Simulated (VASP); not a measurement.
Wanted: the native input for a VASP 6.6.1 run.

- Task: single point
- Functional: PBE
- Potentials or basis: VASP PAW PBE potentials, release 64 (Pd, Ge_d)
- Cutoff: 520 eV
- k mesh: 7 × 7 × 7
- Occupations: fermi-dirac, width 0.05 eV
- Spin: no spin polarisation
- Dipole correction: no
- Further INCAR settings: ALGO = Normal; EDIFF = 1e-06; NBANDS = 34

The structure of Ge3Pd lies in POSCAR:

```
Ge3Pd
1.0
    4.1694544153      0.0000000000      0.0000000000
    0.0000000000      4.1694544153      0.0000000000
    0.0000000000      0.0000000000      4.1694544153
Pd Ge
1 3
Direct
    0.0000000000      0.0000000000      0.0000000000
    0.5000000000      0.5000000000      0.0000000000
    0.5000000000      0.0000000000      0.5000000000
    0.0000000000      0.5000000000      0.5000000000
```

The input as run:

INCAR

```
PREC     = Accurate       # precision mode
ENCUT    = 520            # plane-wave cutoff, eV
EDIFF    = 1E-6           # SCF threshold, eV
ISMEAR   = -1             # smearing method
SIGMA    = 0.05           # smearing width, eV
LREAL    = False          # projectors in reciprocal space
LASPH    = True           # aspherical terms in the spheres
NELM     = 60             # most SCF steps
ALGO     = Normal         # electronic algorithm
ISIF     = 2              # what is computed and relaxed
LWAVE    = False          # write WAVECAR
LCHARG   = False          # write CHGCAR
GGA      = PE             # functional
NBANDS   = 34             # bands
```

KPOINTS

```
Automatic mesh
0
Gamma
  7 7 7
```

Potentials or basis: VASP PAW PBE potentials, release 64 (Pd, Ge_d).

The run is started by

```console
$ cat potpaw_PBE.64/Pd/POTCAR potpaw_PBE.64/Ge_d/POTCAR > POTCAR
$ mpirun -np 1 vasp_std > vasp.out
```

Results of the run:

* Pressure: -1.6 GPa
* Band gap on the k mesh: zero (bands 26 and 27 overlap by 1.49 eV)

Wall time 15 s on 1 thread of Intel(R) Xeon(R) 6975P-C (Granite Rapids), on a shared host, peak memory 0.19 GiB.
